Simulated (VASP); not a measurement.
## Ti: single point with PBEsol

The system is Ti.

```
CELL_PARAMETERS angstrom
-1.64100 1.64100 1.64100
1.64100 -1.64100 1.64100
1.64100 1.64100 -1.64100
ATOMIC_POSITIONS crystal
Ti 0.00000 0.00000 0.00000
```

| Item | Value |
| --- | --- |
| Program | VASP 6.6.1 |
| Task | single point |
| Functional | PBEsol |
| Potentials or basis | VASP PAW PBE potentials, release 64 (Ti_sv) |
| Cutoff | 520 eV |
| k mesh | 13 × 13 × 13 |
| Occupations | methfessel-paxton, width 0.1 eV |
| Spin | no spin polarisation |
| Dipole correction | no |
| Further INCAR settings | ALGO = Normal; EDIFF = 1e-06; NBANDS = 12 |

```
Pressure               : -7.0 GPa
Band gap on the k mesh : zero (band 6 reaches 8.74 eV, above the bottom of band 7 at 7.22 eV)
```

Levels at points of the mesh, in eV from the Fermi level:
| k point | band 4 | band 5 | band 6 | band 7 | band 8 | band 9 |
| --- | --- | --- | --- | --- | --- | --- |
| (0.00, 0.00, 0.00) | -32.29 | -5.90 | 0.98 | 0.98 | 0.98 | 2.72 |

Wall time 11 s on 1 thread of AMD EPYC 9R45 96-Core Processor (Zen 5), on a shared host, peak memory 0.11 GiB.

Caveat: the PAW data sets were made with another functional, which shifts forces and pressure a little.
